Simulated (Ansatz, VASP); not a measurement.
## AlSi2: VASP beside Ansatz

```
Al Si
1.0
     3.51541    0.00000    0.00000
     0.00000    3.51541    0.00000
     0.00000    0.00000    4.17185
Al Si
1 2
Direct
  0.50000 0.50000 0.50000
  0.00000 0.50000 0.04848
  0.50000 0.00000 0.95152
```

Change from the starting cell: the structure that the rattled rutile type (P4_2/mnm, No. 136) fell into.

Alike in both runs: functional PBE; k mesh 14 × 14 × 12; occupations gaussian, width 0.1 eV; no spin polarisation.

Ansatz relaxed the structure, and its values are those at the end. VASP's run is a single point on that final structure, the one shown.

```csv
,VASP,Ansatz
version,VASP 6.6.1,Ansatz 0.2.0
potentials or method,"VASP PAW PBE potentials, release 64 (Al, Si), cutoff 520 eV","scalar-relativistic, plane waves, PAW"
valence electrons in the cell,11,11
```

Ansatz gave:

- gap on the k mesh at the Fermi level (eV): none
- pressure (GPa): 0.0

Which values does VASP return?

gap on the k mesh at the Fermi level (eV): none; pressure (GPa): -0.1.

A gap of «none» marks a metal or a gap that the smearing closes.
